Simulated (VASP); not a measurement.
**P: single point with RPBE**

The system is P.

```
P
1.0
     2.67443    0.00000    0.00000
    -1.33721    2.31612    0.00000
     0.00000    0.00000   10.04749
P
4
Direct
  0.00000 0.00000 0.00000
  0.00000 0.00000 0.50000
  0.33333 0.66667 0.25000
  0.66667 0.33333 0.75000
```

This isn't the form of P at room conditions, which is orthorhombic.

```yaml
Program: VASP 6.6.1
Task: single point
Functional: RPBE
Potentials_or_basis: VASP PAW PBE potentials, release 64 (P)
Cutoff: 520 eV
k_mesh: 15 × 15 × 4
Occupations: fermi-dirac, width 0.1 eV
Spin: no spin polarisation
Dipole_correction: no
Further_INCAR_settings: ALGO = Normal; EDIFF = 1e-07; NBANDS = 18
```

```yaml
Pressure: -3.7 GPa
Band_gap_on_the_k_mesh: zero (bands 10 and 11 overlap by 10.05 eV)
```

Stress tensor (GPa, compression positive):
```
-4.24  0.00  0.00
 0.00 -4.24  0.00
 0.00  0.00 -2.77
```

Levels at points of the mesh, in eV from the Fermi level:
```
           k point  band 7  band 8  band 9  band 10  band 11  band 12  band 13  band 14
(0.00, 0.00, 0.00)   -2.73    3.79    6.26     6.26     6.74     6.74     6.79     6.79
(0.00, 0.00, 0.50)    1.09    1.09    6.40     6.40     6.40     6.40     7.18     7.18
```

Wall time 90 s on 1 thread of Intel Xeon 8259CL, with other jobs on the host, peak memory 0.2 GiB.

Caveat: the cell stands under tension; the PAW data sets were made with another functional, which shifts forces and pressure a little.
